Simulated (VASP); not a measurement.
Set up this calculation in VASP 6.6.1, as the native input.

| Property | Result |
| --- | --- |
| Task | single point |
| Functional | LDA |
| Potentials or basis | VASP PAW LDA potentials, release 64 (Sb) |
| Cutoff | 520 eV |
| k mesh | 12 × 12 × 12 |
| Occupations | fermi-dirac, width 0.136057 eV |
| Spin | no spin polarisation |
| Dipole correction | no |
| Further INCAR settings | ALGO = Normal; EDIFF = 1e-06; NBANDS = 8 |

The structure of Sb lies in POSCAR:

```
Sb
1.0
    0.0000000000      2.3480744752      2.3480744752
    2.3480744752      0.0000000000      2.3480744752
    2.3480744752      2.3480744752      0.0000000000
Sb
1
Direct
    0.0000000000      0.0000000000      0.0000000000
```

One way to write it, as run:

INCAR

```
SYSTEM = Sb
  PREC = Accurate
  ENCUT = 520
  EDIFF = 1E-6
  ISMEAR = -1
  SIGMA = 0.13605693000000002
  LREAL = .False.
  LASPH = .True.
  NELM = 80
  ALGO = Normal
  ISIF = 2
  LWAVE = .False.
  LCHARG = .False.
  GGA = CA
  NBANDS = 8
```

KPOINTS

```
Automatic mesh
0
Gamma
  12 12 12
  0 0 0
```

Potentials or basis: VASP PAW LDA potentials, release 64 (Sb).

The run is started by

```bash
$ cat potpaw_LDA.64/Sb/POTCAR > POTCAR
$ mpirun -np 1 vasp_std > vasp.out
```

Results of the run:

```
Pressure : -0.1 GPa
```

Wall time 17 s on 1 thread of AMD EPYC 7R43 64-Core Processor (Zen 3), on a shared host, peak memory 0.11 GiB.
